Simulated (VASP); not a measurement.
Wanted: the native input for a VASP 6.6.1 run.

| Item | Value |
| --- | --- |
| Task | relaxation of cell and atoms |
| Functional | LDA |
| Potentials or basis | VASP PAW LDA potentials, release 64 (La, O) |
| Cutoff | 600 eV |
| k mesh | 6 × 6 × 4 |
| Occupations | gaussian, width 0.02 eV |
| Spin | no spin polarisation |
| Dipole correction | no |
| Further INCAR settings | ALGO = Normal; EDIFF = 1e-06; IBRION = 2; EDIFFG = -0.005; NSW = 100; ISIF = 3 |

The structure of La2O3 lies in POSCAR:

```
La2O3
1.0
    3.9307778800      0.0000000000      0.0000000000
   -1.9653889400      3.4041535000      0.0000000000
    0.0000000000      0.0000000000      6.1119535200
La O
2 3
Direct
    0.6666666700      0.3333333300      0.7537643200
    0.3333333300      0.6666666700      0.2462356800
    0.6666666700      0.3333333300      0.3541093500
    0.3333333300      0.6666666700      0.6458906500
    0.0000000000      0.0000000000      0.0000000000
```

The input as run:

INCAR

```
PREC = Accurate
ENCUT = 600
EDIFF = 1E-6
ISMEAR = 0
SIGMA = 0.02
LREAL = F
LASPH = T
NELM = 80
ALGO = Normal
ISIF = 3
LWAVE = F
LCHARG = F
GGA = CA
IBRION = 2
NSW = 100
EDIFFG = -0.005
```

KPOINTS

```
regular mesh
0
Gamma
  6 6 4
```

Potentials or basis: VASP PAW LDA potentials, release 64 (La, O).

Run with:

```console
$ cat potpaw_LDA.64/La/POTCAR potpaw_LDA.64/O/POTCAR > POTCAR
$ mpirun -np 1 vasp_std > vasp.out
```

It gave:

* Relaxed volume: 15.51 Å³/atom
* Relaxed cell: a = 3.881 Å, b = 3.881 Å, c = 5.943 Å, α = 90.00°, β = 90.00°, γ = 120.00°
* Space group after relaxing (to 0.05 Å): P-3m1 (No. 164)
* Energy gained by relaxing: 17.1 meV/atom
* Ionic steps: 12
* Pressure after relaxing: 0.0 GPa
* Largest force after relaxing: 0.005 eV/Å
* Band gap on the k mesh: 3.74 eV, indirect (least direct gap 3.80 eV)

Caveat: spin-orbit coupling is left out, which moves the levels of the heavy elements.

Run time: 6.9 min on 1 thread of Intel(R) Xeon(R) Platinum 8375C CPU @ 2.90GHz (Ice Lake) (shared host), peak memory 0.22 GiB.
